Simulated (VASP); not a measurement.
Input of a VASP 6.6.1 run:

The input INCAR:

```
SYSTEM = Te2Mo
PREC = Accurate
ENCUT = 520
EDIFF = 1E-7
ISMEAR = 0
SIGMA = 0.02
LREAL = .FALSE.
LASPH = .TRUE.
NELM = 100
ALGO = Normal
ISIF = 2
LWAVE = .FALSE.
LCHARG = .FALSE.
GGA = PE
IVDW = 12
IBRION = 2
NSW = 60
EDIFFG = -0.01
KPAR = 2
```

File KPOINTS:

```
Automatic mesh
0
G
  12 12 2
  0 0 0
```

File POSCAR:

```
Te2Mo
1.0
    3.5182000000      0.0000000000      0.0000000000
   -1.7591000000      3.0468505756      0.0000000000
    0.0000000000      0.0000000000     13.9736000000
Te Mo
4 2
Direct
    0.3333333333      0.6666666667      0.6210000000
    0.6666666667      0.3333333333      0.1210000000
    0.3333333333      0.6666666667      0.8790000000
    0.6666666667      0.3333333333      0.3790000000
    0.3333333333      0.6666666667      0.2500000000
    0.6666666667      0.3333333333      0.7500000000
```

Potentials or basis: VASP PAW PBE potentials, release 64 (Te, Mo_sv).

Run with:

```bash
$ cat potpaw_PBE.64/Te/POTCAR potpaw_PBE.64/Mo_sv/POTCAR > POTCAR
$ mpirun -np 2 vasp_std > vasp.out
```

(1) Estimate the energy gained by relaxing.

(2) Estimate the band gap on the k mesh.

(3) Predict the dispersion energy per atom.

Answers

(1) 0.7 meV/atom.

(2) 0.75 eV (least direct gap 1.05 eV).

(3) -0.537 eV.

Caveat: spin-orbit coupling is left out, which moves the levels of the heavy elements.
